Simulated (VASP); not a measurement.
Write the native input for VASP 6.6.1 that does the following.

| Property | Result |
| --- | --- |
| Task | single point |
| Functional | PBE |
| Potentials or basis | VASP PAW PBE potentials, release 64 (Al, O) |
| Cutoff | 600 eV |
| k mesh | 1 × 2 × 2 |
| Occupations | fermi-dirac, width 0.01 eV |
| Spin | no spin polarisation |
| Dipole correction | no |
| Further INCAR settings | ALGO = Normal; EDIFF = 1e-06; NBANDS = 35; ISYM = 0 |

The structure of Al2O3 lies in POSCAR:

```
Al2O3
1.0
    2.4039417600      1.3879164200      4.3742070900
   -2.4039417600      1.3879164250      4.3742070950
    0.0000000000     -2.7758328450      4.3742070950
Al O
4 6
Direct
    0.6478877100      0.6478877100      0.6478877100
    0.8521122900      0.8521122900      0.8521122900
    0.1478877100      0.1478877100      0.1478877100
    0.3521122900      0.3521122900      0.3521122900
    0.4438508600      0.0561491400      0.7500000000
    0.9438508600      0.2500000000      0.5561491400
    0.0561491400      0.7500000000      0.4438508600
    0.7500000000      0.4438508600      0.0561491400
    0.2500000000      0.5561491400      0.9438508600
    0.5561491400      0.9438508600      0.2500000000
```

These files were run (other wordings do the same):

INCAR

```
  PREC = Accurate
  ENCUT = 600
  EDIFF = 1E-6
  ISMEAR = -1
  SIGMA = 0.01
  LREAL = F
  LASPH = T
  NELM = 120
  ALGO = Normal
  ISIF = 2
  LWAVE = F
  LCHARG = F
  GGA = PE
  ISYM = 0
  NBANDS = 35
  GGA_COMPAT = F
```

KPOINTS

```
regular mesh
0
Gamma
  1 2 2
```

Potentials or basis: VASP PAW PBE potentials, release 64 (Al, O).

The run is started by

```bash
$ cat potpaw_PBE.64/Al/POTCAR potpaw_PBE.64/O/POTCAR > POTCAR
$ mpirun -np 1 vasp_std > vasp.out
```

Results of the run:

The pressure is 0.0 GPa and the largest force is 0.752 eV/Å. The band gap on the k mesh is 5.82 eV.

Caveat: the k points lie up to 1.22 Å⁻¹ apart.

It took 26 s on 1 thread of Intel(R) Xeon(R) Platinum 8488C (Sapphire Rapids) (shared host), peak memory 0.24 GiB.
